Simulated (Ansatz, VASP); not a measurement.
# InSb in VASP and in Ansatz

Contents of INCAR:

```
SYSTEM = InSb
PREC = Accurate ; ENCUT = 520
EDIFF = 1E-7 ; ISMEAR = 0
SIGMA = 0.05 ; LREAL = .FALSE.
LASPH = .TRUE. ; NELM = 60
ALGO = Normal ; ISIF = 2
LWAVE = .FALSE. ; LCHARG = .FALSE.
GGA = PS ; NBANDS = 16
```

The input KPOINTS:

```
Automatic mesh
0
G
  6 6 6
  0 0 0
```

File POSCAR:

```
InSb
1.0
    0.0000000000      3.2611851369      3.2611851369
    3.2611851369      0.0000000000      3.2611851369
    3.2611851369      3.2611851369      0.0000000000
In Sb
1 1
Direct
    0.0000000000      0.0000000000      0.0000000000
    0.7500000000      0.7500000000      0.7500000000
```

Input for Ansatz:

```yaml
crystal:
  lattice:
    - [0.0, 3.2611851369, 3.2611851369]
    - [3.2611851369, 0.0, 3.2611851369]
    - [3.2611851369, 3.2611851369, 0.0]
  atoms:
    - { symbol: In, position: [0.0, 0.0, 0.0] }
    - { symbol: Sb, position: [0.75, 0.75, 0.75] }
basis:
  ecutwfc: 420
  ecutrho_ratio: 4
kpoints:
  mp_grid: { grid: [6, 6, 6] }
hamiltonian:
  xc: pbesol
scf:
  occupations: { method: gaussian, width: 0.05 }
output:
  forces: true
  stress: true
  eigenvalues: true
```

Alike in both runs: task single point; functional PBEsol; k mesh 6 × 6 × 6; occupations gaussian, width 0.05 eV; no spin polarisation.

```csv
,VASP,Ansatz
version,VASP 6.6.1,Ansatz 0.2.0
potentials or method,"VASP PAW PBE potentials, release 64 (In_d, Sb), cutoff 520 eV","scalar-relativistic, plane waves, PAW"
valence electrons in the cell,18,28
```

```tsv
	VASP	Ansatz	Ansatz less VASP
gap on the k mesh at the Fermi level (eV)	none	none	-
pressure (GPa)	0.0	0.0	-0.01
```

VASP's potentials were made for PBE, not for PBEsol. A gap of «none» marks a metal or a gap that the smearing closes. VASP's potentials hold 18 valence electrons a cell and Ansatz's 28, so a difference there can come from the potentials and not from the codes.

Neither program's run includes spin-orbit coupling.
